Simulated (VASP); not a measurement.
Here is a VASP 6.6.1 calculation.

POSCAR

```
In2O3
1.0
    2.7435000000      1.5839604635      4.8366666667
   -2.7435000000      1.5839604635      4.8366666667
    0.0000000000     -3.1679209270      4.8366666667
In O
4 6
Direct
    0.8573100000      0.8573100000      0.8573100000
    0.6426900000      0.6426900000      0.6426900000
    0.1426900000      0.1426900000      0.1426900000
    0.3573100000      0.3573100000      0.3573100000
    0.0480000000      0.7500000000      0.4520000000
    0.7500000000      0.4520000000      0.0480000000
    0.4520000000      0.0480000000      0.7500000000
    0.9520000000      0.2500000000      0.5480000000
    0.2500000000      0.5480000000      0.9520000000
    0.5480000000      0.9520000000      0.2500000000
```

Contents of INCAR.step1:

```
SYSTEM = In2O3
PREC = Accurate ; ENCUT = 520
ISMEAR = -1 ; SIGMA = 0.05
LREAL = .FALSE. ; LASPH = .TRUE.
NELM = 150 ; MAGMOM = 0 0 0 0 0 0 0 0 0 0 0 0 0 0 0 0 0 0 0 0 0 0 0 0 0 0 0 0 0 0
LSORBIT = .TRUE. ; GGA_COMPAT = .FALSE.
NBANDS = 108 ; GGA = PE
ALGO = Normal ; EDIFF = 1E-4
LWAVE = .TRUE. ; LCHARG = .FALSE.
KPAR = 4
```

The input INCAR.step2:

```
SYSTEM = In2O3
PREC = Accurate ; ENCUT = 520
EDIFF = 1E-6 ; ISMEAR = -1
SIGMA = 0.05 ; LREAL = .FALSE.
LASPH = .TRUE. ; NELM = 150
ALGO = Normal ; ISIF = 2
LWAVE = .FALSE. ; LCHARG = .FALSE.
MAGMOM = 0 0 0 0 0 0 0 0 0 0 0 0 0 0 0 0 0 0 0 0 0 0 0 0 0 0 0 0 0 0 ; LORBIT = 11
LSORBIT = .TRUE. ; GGA_COMPAT = .FALSE.
LORBMOM = .TRUE. ; METAGGA = R2SCAN
LMIXTAU = .TRUE. ; NBANDS = 108
ISTART = 1 ; KPAR = 4
```

Contents of KPOINTS:

```
Automatic mesh
0
G
  6 6 6
  0 0 0
```

Potentials or basis: VASP PAW PBE potentials, release 64 (In_d, O).

Command:

```sh
$ cat potpaw_PBE.64/In_d/POTCAR potpaw_PBE.64/O/POTCAR > POTCAR
$ cp INCAR.step1 INCAR
$ mpirun -np 4 vasp_ncl > vasp.out
$ cp INCAR.step2 INCAR
$ mpirun -np 4 vasp_ncl > vasp.out
```

Q: Estimate the largest force.

A: 0.127 eV/Å.

Q: Predict the net moment.

A: 0.00 μB per cell.

Q: Estimate the pressure.

A: 3.1 GPa.

Stress tensor (GPa, compression positive):
```
3.41 0.00 0.00
0.00 3.41 0.00
0.00 0.00 2.50
```

Caveat: the cell stands under pressure; the PAW data sets were made with another functional, which shifts forces and pressure a little.
